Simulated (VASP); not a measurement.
Input of a VASP 6.6.1 run:

The input INCAR:

```
PREC = Accurate ; ENCUT = 520
EDIFF = 1E-7 ; ISMEAR = 0
SIGMA = 0.1 ; LREAL = F
LASPH = T ; NELM = 80
ALGO = Normal ; ISIF = 2
LWAVE = F ; LCHARG = F
GGA = PE ; NBANDS = 15
```

KPOINTS

```
regular mesh
0
Gamma
  6 6 6
```

Contents of POSCAR:

```
ZrC
1.0
    3.0846412000      0.0000000000      0.0000000000
    0.0000000000      3.0846412000      0.0000000000
    0.0000000000      0.0000000000      3.0846412000
Zr C
1 1
Direct
    0.5000000000      0.5000000000      0.5000000000
    0.0000000000      0.0000000000      0.0000000000
```

Potentials or basis: VASP PAW PBE potentials, release 64 (Zr_sv, C).

Run with:

```console
$ cat potpaw_PBE.64/Zr_sv/POTCAR potpaw_PBE.64/C/POTCAR > POTCAR
$ mpirun -np 1 vasp_std > vasp.out
```

Task: Estimate the pressure.

Result: -22.3 GPa.

Task: Predict the band gap on the k mesh.

Result: Zero (band 8 reaches 9.53 eV, above the bottom of band 9 at 7.85 eV).
